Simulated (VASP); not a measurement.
The system is Sn.

```
Sn
1.0
     0.00000    3.28405    3.28405
     3.28405    0.00000    3.28405
     3.28405    3.28405    0.00000
Sn
2
Cartesian
  3.2841 3.2841 3.2841
  4.9261 4.9261 4.9261
```

Base run:

- Program: VASP 6.6.1
- Functional: r2SCAN
- Potentials or basis: VASP PAW PBE potentials, release 64 (Sn_d)
- Cutoff: 520 eV
- k mesh: 5 × 5 × 5
- Occupations: fermi-dirac, width 0.1 eV
- Spin: no spin polarisation

Its results: band gap on the k mesh zero (filled and empty bands touch); pressure 0.1 GPa.

After a change of settings the same cell gave: band gap on the k mesh zero (filled and empty bands touch); pressure 1.7 GPa. Which change was it?
A. k mesh from 5 × 5 × 5 to 4 × 4 × 4
B. k mesh from 5 × 5 × 5 to 8 × 8 × 8; further incar settings from ALGO = Normal; EDIFF = 1e-06; NBANDS = 21 to ALGO = Normal; EDIFF = 1e-07; NBANDS = 21
C. k mesh from 5 × 5 × 5 to 3 × 3 × 3
D. k mesh from 5 × 5 × 5 to 7 × 7 × 7

C.

Caveats: some runs use coarse meshes; the PAW data sets were made with another functional, which shifts forces and pressure a little; spin-orbit coupling is left out, which moves the levels of the heavy elements.
